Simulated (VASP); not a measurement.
# CoO in VASP: notebook

CoO is run at these levels: PBE; tasks: electric field gradients.

Everything below comes from runs of VASP 6.6.1. Logs are shortened: lines on timing, memory, paths and dates and some standing lists are left out, and cuts for length are marked.

### Step 1. The cell of the first run

It takes space group Fm-3m (No. 225, cubic). Conventional cell: a = 4.347 Å, b = 4.347 Å, c = 4.347 Å, α = 90.00°, β = 90.00°, γ = 90.00°. Within 2.9 Å of Co (site symmetry m-3m) lie 6 O at 2.17 Å. O (site symmetry m-3m) has 6 Co at 2.17 Å within 2.9 Å.

### Step 2. Electric field gradients, PBE, collinear spin, ferromagnetic start (volume scaled by 1.06)

Contents of INCAR:

```
PREC = Accurate
ENCUT = 520
EDIFF = 1E-8
ISMEAR = -1
SIGMA = 0.05
LREAL = F
LASPH = T
NELM = 150
ALGO = Normal
ISIF = 2
LWAVE = F
LCHARG = F
ISPIN = 2
MAGMOM = 2 0
LORBIT = 11
LMAXMIX = 4
GGA = PE
LEFG = T
NBANDS = 18
```

Contents of KPOINTS:

```
Automatic mesh
0
Gamma
  16 16 16
```

Contents of POSCAR:

```
CoO
1.0
    0.0000000000      2.1733047310      2.1733047310
    2.1733047310      0.0000000000      2.1733047310
    2.1733047310      2.1733047310      0.0000000000
Co O
1 1
Direct
    0.0000000000      0.0000000000      0.0000000000
    0.5000000000      0.5000000000      0.5000000000
```

Potentials or basis: VASP PAW PBE potentials, release 64 (Co, O).

Command:

```
$ cat potpaw_PBE.64/Co/POTCAR potpaw_PBE.64/O/POTCAR > POTCAR
$ mpirun -np 1 vasp_std > vasp.out
```

OUTCAR:

```text
PREC = Accurate
   ENCUT = 520
   EDIFF = 1E-8
   ISMEAR = -1
   LREAL = F
   LASPH = T
   NELM = 150
   ISIF = 2
   ISPIN = 2
   LORBIT = 11
   GGA = PE

 ion  position               nearest neighbor table
   1  0.000  0.000  0.000-   2 2.17   2 2.17   2 2.17   2 2.17   2 2.17   2 2.17
   2  0.500  0.500  0.500-   1 2.17   1 2.17   1 2.17   1 2.17   1 2.17   1 2.17

  LATTYP: Found a face centered cubic cell.
 ALAT       =     4.3466094620

  Lattice vectors:

 A1 = (   0.0000000000,   2.1733047310,   2.1733047310)
 A2 = (   2.1733047310,   0.0000000000,   2.1733047310)
 A3 = (   2.1733047310,   2.1733047310,   0.0000000000)

Analysis of symmetry for initial positions (statically):
=====================================================================
 Subroutine PRICEL returns:
 Original cell was already a primitive cell.

 Routine SETGRP: Setting up the symmetry group for a
 face centered cubic supercell.

 Subroutine GETGRP returns: Found 48 space group operations
 (whereof 48 operations were pure point group operations)
 out of a pool of 48 trial point group operations.

The static configuration has the point symmetry O_h .

Analysis of symmetry for dynamics (positions and initial velocities):
=====================================================================
 Subroutine PRICEL returns:
 Original cell was already a primitive cell.

 Routine SETGRP: Setting up the symmetry group for a
 face centered cubic supercell.

 Subroutine GETGRP returns: Found 48 space group operations
 (whereof 48 operations were pure point group operations)
 out of a pool of 48 trial point group operations.

The dynamic configuration has the point symmetry O_h .

Analysis of structural, dynamic, and magnetic symmetry:
=====================================================================
 Subroutine PRICEL returns:
 Original cell was already a primitive cell.

 Routine SETGRP: Setting up the symmetry group for a
 face centered cubic supercell.

 Subroutine GETGRP returns: Found 48 space group operations
 (whereof 48 operations were pure point group operations)
 out of a pool of 48 trial point group operations.

The overall configuration has the point symmetry O_h .

 Subroutine INISYM returns: Found 48 space group operations
 (whereof 48 operations are pure point group operations),
 and found     1 'primitive' translations

----------------------------------------------------------------------------------------

                                     Primitive cell

  volume of cell :      20.5301

  direct lattice vectors                    reciprocal lattice vectors
     0.000000000  2.173304731  2.173304731    -0.230064377  0.230064377  0.230064377
     2.173304731  0.000000000  2.173304731     0.230064377 -0.230064377  0.230064377
     2.173304731  2.173304731  0.000000000     0.230064377  0.230064377 -0.230064377

  length of vectors
     3.073517026  3.073517026  3.073517026     0.398483191  0.398483191  0.398483191

  position of ions in fractional coordinates (direct lattice)
     0.000000000  0.000000000  0.000000000
     0.500000000  0.500000000  0.500000000

  ion indices of the primitive-cell ions
   primitive index   ion index
                 1           1
                 2           2

----------------------------------------------------------------------------------------

 KPOINTS: Automatic mesh

Automatic generation of k-mesh.
 Grid dimensions read from file:
 generate k-points for:   16   16   16

 Generating k-lattice:

  Cartesian coordinates                     Fractional coordinates (reciprocal lattice)
    -0.014379024  0.014379024  0.014379024     0.062500000  0.000000000  0.000000000
     0.014379024 -0.014379024  0.014379024     0.000000000  0.062500000  0.000000000
     0.014379024  0.014379024 -0.014379024     0.000000000  0.000000000  0.062500000

  Length of vectors
     0.024905199  0.024905199  0.024905199

  Shift w.r.t. Gamma in fractional coordinates (k-lattice)
     0.000000000  0.000000000  0.000000000

 Subroutine IBZKPT returns following result:
 ===========================================

 Found    145 irreducible k-points:

 Following reciprocal coordinates:
            Coordinates               Weight
  0.000000  0.000000  0.000000      1.000000
  0.062500  0.000000  0.000000      8.000000
  0.125000  0.000000  0.000000      8.000000
  0.187500  0.000000  0.000000      8.000000
  0.250000  0.000000  0.000000      8.000000
  0.312500  0.000000  0.000000      8.000000
[... 16 lines left out ...]
 -0.125000  0.062500  0.000000     24.000000
 -0.062500  0.062500  0.000000     12.000000
 [... further k-points ...]
   k-points           NKPTS =    145   k-points in BZ     NKDIM =    145   number of bands    NBANDS=     18
   number of dos      NEDOS =    301   number of ions     NIONS =      2
   total plane-waves  NPLWV =  13824
   dimension x,y,z NGX =    24 NGY =   24 NGZ =   24
   dimension x,y,z NGXF=    48 NGYF=   48 NGZF=   48
   ions per type =               1   1
   NGX,Y,Z   is equivalent  to a cutoff of  12.98, 12.98, 12.98 a.u.
   NGXF,Y,Z  is equivalent  to a cutoff of  25.96, 25.96, 25.96 a.u.
 SYSTEM =  unknown system
   PREC   = accura    normal or accurate (medium, high low for compatibility)
   ISTART =      0    job   : 0-new  1-cont  2-samecut
   ICHARG =      2    charge: 1-file 2-atom 10-const
   ISPIN  =      2    spin polarized calculation?
   LNONCOLLINEAR =      F non collinear calculations
   LSORBIT =      F    spin-orbit coupling
   LASPH  =      T    aspherical Exc in radial PAW
   ENCUT  =  520.0 eV  38.22 Ry    6.18 a.u.   5.71  5.71  5.71*2*pi/ulx,y,z
   NELM   =    150;   NELMIN=  2; NELMDL= -5     # of ELM steps
   EDIFF  = 0.1E-07   stopping-criterion for ELM
   LREAL  =      F    real-space projection
   EDIFFG = 0.1E-06   stopping-criterion for IOM
   NSW    =      0    number of steps for IOM
   IBRION =     -1    ionic relax: 0-MD 1-quasi-New 2-CG
   NFREE  =      0    steps in history (QN), initial steepest desc. (CG)
   ISIF   =      2    stress and relaxation
   ISYM   =      2    0-nonsym 1-usesym 2-fastsym
   POTIM  = 0.5000    time-step for ionic-motion
   TEBEG  =    0.0;   TEEND  =   0.0 temperature during run
   PSTRESS=    0.0 pullay stress
   NELECT =      15.0000    total number of electrons
   NUPDOWN=      -1.0000    fix difference up-down
   EMIN   =  10.00;   EMAX   =-10.00  energy-range for DOS
   EFERMI =   0.00;   METHOD = LEGACY
   ISMEAR =    -1;   SIGMA  =   0.05  broadening in eV -4-tet -1-fermi 0-gaus
   EFERMI_NEDOS =   21; number of points for ismear=-14 and -15
   IALGO  =     38    algorithm
   IMIX   =      4    mixing-type and parameters
     AMIX     =   0.40;   BMIX     =  1.00
     AMIX_MAG =   1.60;   BMIX_MAG =  1.00
  volume/ion in A,a.u.               =      10.27        69.27
  Fermi-wavevector in a.u.,A,eV,Ry     =   1.474488  2.786379 29.580635  2.174115
  Thomas-Fermi vector in A             =   2.589253
   LORBIT       =     11    0 simple, 1 ext, 2 COOP (PROOUT), +10 PAW based schemes
   GGA     = PE    functional components
   LHFCALC =     F    Hartree Fock is set to
   AEXX    =    0.0000 exact exchange contribution
   IVDW    =     0    specifies the selected vdW correction
   LEPSILON=     F    determine dielectric tensor
   LRPA    =     F    only Hartree local field effects (RPA)
 spin polarized calculation
  energy-cutoff  :      520.00
  volume of cell :       20.53
 maximum number of plane-waves:       568
   NGX = 11   NGY = 11   NGZ = 11

 number of electron      14.9999996 magnetization       2.9853787

 Free energy of the ion-electron system (eV)
  ---------------------------------------------------
  ext. energy  EPLUGINS =         0.00000000
  ---------------------------------------------------
  free energy    TOTEN  =       -13.01393127 eV

  energy without entropy =      -12.97862500  energy(sigma->0) =      -12.99627814

 E-fermi :   7.0652     XC(G=0): -12.0655

 val. band max:        7.0648505304   @ k =   0.5000   0.2500   0.0625
 cond. band min:       7.0686702892   @ k =   0.3750   0.2500   0.0625
 fundamental gap:      0.0038197588
 Fermi energy:         7.0652208853

 spin component 1

 k-point     1 :       0.0000    0.0000    0.0000
  band No.  band energies     occupation
      1     -12.5780      1.00000
      2       3.8260      1.00000
      3       3.8260      1.00000
      4       4.0660      1.00000
      5       4.0660      1.00000
      6       4.0660      1.00000
[... 10 lines left out ...]
     17      27.5028      0.00000
     18      31.2636      0.00000

 k-point     2 :       0.0625    0.0000    0.0000
  band No.  band energies     occupation
      1     -12.5418      1.00000
      2       3.4696      1.00000
      3       3.4696      1.00000
      4       3.6423      1.00000
      5       4.0647      1.00000
      6       4.0647      1.00000
[... 10 lines left out ...]
     17      28.1428      0.00000
     18      31.8596      0.00000
[... 442 lines left out ...]
 k-point    24 :      -0.0625    0.0625    0.0000
  band No.  band energies     occupation
      1     -12.4830      1.00000
      2       3.0295      1.00000
      3       3.0486      1.00000
      4       3.5874      1.00000
      5       4.0175      1.00000
      6       4.1048      1.00000
[... 10 lines left out ...]
     17      29.2102      0.00000
     18      32.0383      0.00000

 [... further k-points ...]

 spin component 2

 k-point     1 :       0.0000    0.0000    0.0000
  band No.  band energies     occupation
      1     -12.0488      1.00000
      2       4.7973      1.00000
      3       4.7973      1.00000
      4       4.7973      1.00000
      5       6.0926      1.00000
      6       6.0926      1.00000
[... 10 lines left out ...]
     17      28.4648      0.00000
     18      32.0607      0.00000

 k-point     2 :       0.0625    0.0000    0.0000
  band No.  band energies     occupation
      1     -12.0114      1.00000
      2       4.4248      1.00000
      3       4.6557      1.00000
      4       4.6558      1.00000
      5       6.1425      1.00000
      6       6.1426      1.00000
[... 10 lines left out ...]
     17      28.9935      0.00000
     18      32.6848      0.00000
[... 442 lines left out ...]
 k-point    24 :      -0.0625    0.0625    0.0000
  band No.  band energies     occupation
      1     -11.9508      1.00000
      2       3.9409      1.00000
      3       4.4287      1.00000
      4       4.5205      1.00000
      5       6.1407      1.00000
      6       6.2737      1.00000
[... 10 lines left out ...]
     17      29.9901      0.00000
     18      32.8552      0.00000

 [... further k-points ...]
[... 5 lines left out ...]
  --------------------------------------------------------------------------------------
  -------------------------------------------------------------------------------------
  Total       -1.4021378     -1.4021378     -1.4021378     -0.0000000      0.0000000     -0.0000000
  in kB     -109.4232004   -109.4232004   -109.4232004     -0.0000000      0.0000000     -0.0000000
  external PRESSURE =    -109.4232004 kB  Pullay stress =       0.0000000 kB

 VOLUME and BASIS-vectors are now :
 -----------------------------------------------------------------------------
  energy-cutoff  :      520.00
  volume of cell :       20.53
      direct lattice vectors                 reciprocal lattice vectors
     0.000000000  2.173304731  2.173304731    -0.230064377  0.230064377  0.230064377
     2.173304731  0.000000000  2.173304731     0.230064377 -0.230064377  0.230064377
     2.173304731  2.173304731  0.000000000     0.230064377  0.230064377 -0.230064377

 POSITION                                       TOTAL-FORCE (eV/Angst)
 -----------------------------------------------------------------------------------
      0.00000      0.00000      0.00000         0.000000     -0.000000     -0.000000
      2.17330      2.17330      2.17330         0.000000      0.000000      0.000000
 -----------------------------------------------------------------------------------
    total drift:                                0.000000     -0.000000     -0.000000

  FREE ENERGIE OF THE ION-ELECTRON SYSTEM (eV)
  ---------------------------------------------------
  free  energy   TOTEN  =       -13.0139312736 eV

  energy  without entropy=      -12.9786250047  energy(sigma->0) =      -12.99627814

 Electric field gradients (V/A^2)
---------------------------------------------------------------------
 ion       V_xx      V_yy      V_zz      V_xy      V_xz      V_yz
---------------------------------------------------------------------
   1       0.000     0.000    -0.000     0.001     0.001     0.001
   2      -0.000     0.000    -0.000    -0.002    -0.002    -0.002
---------------------------------------------------------------------

 Electric field gradients after diagonalization (V/A^2)
 (convention: |V_zz| > |V_xx| > |V_yy|)
----------------------------------------------------------------------
 ion       V_xx      V_yy      V_zz     asymmetry (V_yy - V_xx)/ V_zz
----------------------------------------------------------------------
   1      -0.001    -0.001     0.001       0.000
   2       0.002     0.002    -0.003       0.000
----------------------------------------------------------------------

           NMR quadrupolar parameters

 Cq : quadrupolar parameter    Cq=e*Q*V_zz/h
 eta: asymmetry parameters     (V_yy - V_xx)/ V_zz
 Q  : nuclear electric quadrupole moment in mb (millibarn)
----------------------------------------------------------------------
 ion       Cq(MHz)       eta       Q (mb)
----------------------------------------------------------------------
   1       0.000       0.000       1.000
   2      -0.000       0.000       1.000
----------------------------------------------------------------------

 total charge

# of ion       s       p       d       tot
------------------------------------------
    1        0.278   0.318   7.101   7.697
    2        1.556   3.396   0.000   4.952
--------------------------------------------------
tot          1.834   3.714   7.101  12.649

 magnetization (x)

# of ion       s       p       d       tot
------------------------------------------
    1        0.020   0.016   2.579   2.615
    2        0.027   0.288   0.000   0.315
--------------------------------------------------
tot          0.046   0.304   2.579   2.930
```

Wall time 3.9 min (1 thread of AMD EPYC 7R43 (Zen 3), shared host); peak memory 0.18 GiB.

Results:

```yaml
Free_energy: -13.0139 eV
Pressure: -10.9 GPa
Band_gap_on_the_k_mesh: zero (filled and empty bands overlap)
Net_moment: 2.99 μB per cell
Site_moments: Co +2.62; O +0.32 μB
Valence_electrons_inside_the_program's_atomic_spheres: Co 7.70; O 4.95
```

Caveat: without QUAD_EFG the Cq values of the log hold for a quadrupole moment of 1 mb, not for the nuclei; a cell with one magnetic atom can't hold antiferromagnetic order, which such compounds often take; semilocal functionals often make such compounds metallic where correlation or magnetic order opens a gap, which also shifts bond lengths.

(Continued in part 2 of 2.)
